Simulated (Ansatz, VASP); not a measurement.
## CoMo: VASP beside Ansatz

```
CELL_PARAMETERS angstrom
2.55282 0.00000 0.00000
-1.27641 2.21081 0.00000
0.00000 0.00000 3.96301
ATOMIC_POSITIONS crystal
Co 0.66667 0.33333 0.50000
Mo 0.33333 0.66667 0.00000
```

Change from the starting cell: volume scaled by 0.85, no spin polarisation, PAW files.

Alike in both runs: task single point; functional LDA; k mesh 14 × 14 × 8; occupations fermi-dirac, width 0.05 eV; no spin polarisation.

|  | VASP | Ansatz |
| --- | --- | --- |
| version | VASP 6.6.1 | Ansatz 0.2.0 |
| potentials or method | VASP PAW LDA potentials, release 64 (Co_sv, Mo_sv) | PAW with Ansatz's default frozen-core files, scalar-relativistic |
| plane-wave cutoff (eV) | 690 | 420 |
| valence electrons in the cell | 31 | 31 |

```csv
,VASP,Ansatz,Ansatz less VASP
pressure (GPa),39.4,38.4,-1.03
"traceless stress, the component that is largest in VASP (GPa)",0.90,1.24,+0.337
```

LDA's correlation is that of Perdew and Zunger in VASP and of Perdew and Wang (1992) in Ansatz. Both programs put the cell under a high pressure, so it lies far from rest at this level.
